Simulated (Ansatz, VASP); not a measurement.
**One calculation of In, two programs**

File INCAR:

```
SYSTEM = In
ALGO = Normal
EDIFF = 1E-8
ENCUT = 520
GGA = PE
ISIF = 2
ISMEAR = -1
LASPH = .TRUE.
LCHARG = .FALSE.
LEFG = .TRUE.
LREAL = .FALSE.
LWAVE = .FALSE.
NBANDS = 26
NELM = 80
PREC = Accurate
SIGMA = 0.05
```

Contents of KPOINTS:

```
k-points
0
G
  14 14 14
  0 0 0
```

Contents of POSCAR:

```
In
1.0
    1.6806943363      0.9703493275      8.2618188953
   -1.6806943363      0.9703493275      8.2618188953
    0.0000000000     -1.9406986550      8.2618188953
In
3
Direct
    0.0000000000      0.0000000000      0.0000000000
    0.7780122400      0.7780122400      0.7780122400
    0.2219877600      0.2219877600      0.2219877600
```

Input for Ansatz:

```yaml
crystal:
  lattice:
    - [1.6806943363, 0.9703493275, 8.2618188953]
    - [-1.6806943363, 0.9703493275, 8.2618188953]
    - [0.0, -1.940698655, 8.2618188953]
  atoms:
    - { symbol: In, position: [0.0, 0.0, 0.0] }
    - { symbol: In, position: [0.77801224, 0.77801224, 0.77801224] }
    - { symbol: In, position: [0.22198776, 0.22198776, 0.22198776] }
kpoints:
  mp_grid: { grid: [14, 14, 14] }
scf:
  occupations: { method: fermi_dirac, width: 0.05 }
hamiltonian:
  xc: pbe
  pseudopotentials: { kind: all_electron, datasets: crystal }
output:
  forces: true
  stress: true
  eigenvalues: true
  efg: { contact_densities: true }
```

Change from the starting cell: volume scaled by 1.02, crystal datasets.

Alike in both runs: task electric field gradients; functional PBE; k mesh 14 × 14 × 14; occupations fermi-dirac, width 0.05 eV; no spin polarisation.

|  | VASP | Ansatz |
| --- | --- | --- |
| version | VASP 6.6.1 | Ansatz 0.2.0 |
| potentials or method | VASP PAW PBE potentials, release 64 (In_d), cutoff 520 eV | all-electron PAW with datasets made for the crystal, scalar-relativistic |

|  | VASP | Ansatz | Ansatz less VASP |
| --- | --- | --- | --- |
| pressure (GPa) | 0.9 | 0.9 | +0.03 |
| traceless stress, the component that is largest in VASP (GPa) | 0.15 | 0.15 | -0.002 |
| rms of the force components (eV/Å) | 0.005 | 0.005 | -0.0002 |
| size of Vzz on the site where it differs most (V/Å²) | 4.5 | 4.8 | +0.34 |

Atom by atom the forces differ by 0.000 eV/Å (rms over components). Ansatz ran all-electron here, and VASP with PAW potentials.
